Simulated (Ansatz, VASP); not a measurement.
# One calculation of GaN, two programs

The input POSCAR:

```
GaN
1.0
    0.0000000000      2.2230441631      2.2230441631
    2.2230441631      0.0000000000      2.2230441631
    2.2230441631      2.2230441631      0.0000000000
Ga N
1 1
Direct
    0.0000000000      0.0000000000      0.0000000000
    0.2500000000      0.2500000000      0.2500000000
```

Contents of INCAR.step1:

```
  ALGO = Normal
  EDIFF = 1E-4
  ENCUT = 520
  GGA = PE
  ISMEAR = -1
  LASPH = T
  LCHARG = F
  LREAL = F
  LWAVE = T
  NBANDS = 16
  NELM = 80
  PREC = Accurate
  SIGMA = 0.05
```

File INCAR.step2:

```
  ALGO = Normal
  BPARAM = 11.95
  CPARAM = 0.0093
  EDIFF = 1E-6
  ENCUT = 520
  ISIF = 2
  ISMEAR = -1
  ISTART = 1
  IVDW_NL = 2
  LASPH = T
  LCHARG = T
  LELF = T
  LMIXTAU = T
  LREAL = F
  LUSE_VDW = T
  LVHAR = T
  LWAVE = F
  METAGGA = R2SCAN
  NBANDS = 16
  NELM = 80
  PREC = Accurate
  SIGMA = 0.05
```

KPOINTS

```
k-points
0
Gamma
  10 10 10
```

File input.yaml:

```yaml
crystal:
  lattice:
    - [0.0, 2.2230441631, 2.2230441631]
    - [2.2230441631, 0.0, 2.2230441631]
    - [2.2230441631, 2.2230441631, 0.0]
  atoms:
    - { symbol: Ga, position: [0.0, 0.0, 0.0] }
    - { symbol: "N", position: [0.25, 0.25, 0.25] }
hamiltonian:
  xc: r2scan
  pseudopotentials: { kind: paw }
  dispersion: rvv10
kpoints:
  mp_grid: { grid: [10, 10, 10] }
scf:
  occupations: { method: fermi_dirac, width: 0.05 }
output:
  forces: true
  stress: true
  eigenvalues: true
  write_density: true
  write_potential: true
  elf: true
  volumetric_format: npy
```

Alike in both runs: task single point; functional r2SCAN; dispersion rVV10; k mesh 10 × 10 × 10; occupations fermi-dirac, width 0.05 eV; no spin polarisation.

|  | VASP | Ansatz |
| --- | --- | --- |
| version | VASP 6.6.1 | Ansatz 0.2.0 |
| potentials or method | VASP PAW PBE potentials, release 64 (Ga_d, N) | Ansatz PAW |
| plane-wave cutoff (eV) | 520 | 500 |
| valence electrons in the cell | 18 | 18 |

Ansatz gave:

* gap on the k mesh at the Fermi level (eV): 2.36
* least direct gap on the mesh (eV): 2.36
* pressure (GPa): 6.1

Problem. Which values does VASP return?

Solution. gap on the k mesh at the Fermi level (eV): 2.36; least direct gap on the mesh (eV): 2.36; pressure (GPa): 7.3.

VASP's potentials were made for PBE, not for r2SCAN.
